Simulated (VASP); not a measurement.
## GaAs: single point with r2SCAN

The system is GaAs.

```
Ga As
1.0
     0.00000    2.83309    2.83309
     2.83309    0.00000    2.83309
     2.83309    2.83309    0.00000
Ga As
1 1
Direct
  0.00000 0.00000 0.00000
  0.25000 0.25000 0.25000
```

* Program: VASP 6.6.1
* Task: single point
* Functional: r2SCAN
* Potentials or basis: VASP PAW PBE potentials, release 64 (Ga_d, As)
* Cutoff: 520 eV
* k mesh: 6 × 6 × 6
* Occupations: gaussian, width 0.01 eV
* Spin: no spin polarisation
* Dipole correction: no
* Further INCAR settings: ALGO = Normal; EDIFF = 1e-07; NBANDS = 16

* Pressure: 0.1 GPa
* Band gap on the k mesh: 0.94 eV, direct

Levels at points of the mesh, in eV from the valence-band top:
```csv
k point,band 5,band 6,band 7,band 8,band 9,band 10,band 11,band 12,band 13,band 14
"(0.00, 0.00, 0.00)",-15.15,-13.16,0.00,0.00,0.00,0.94,4.04,4.04,4.04,8.22
"(0.50, 0.00, 0.00)",-15.14,-11.33,-6.78,-1.18,-1.18,1.34,4.98,4.98,8.28,11.09
"(0.50, 0.50, 0.00)",-15.13,-10.56,-6.96,-2.75,-2.75,1.76,1.95,10.81,10.81,11.69
```

It took 97 s on 1 thread of AMD EPYC 7R13, with other jobs on the host, peak memory 0.14 GiB.

Caveat: the PAW data sets were made with another functional, which shifts forces and pressure a little. r2SCAN opens gaps a little over a GGA but as a rule still falls short of measured ones.
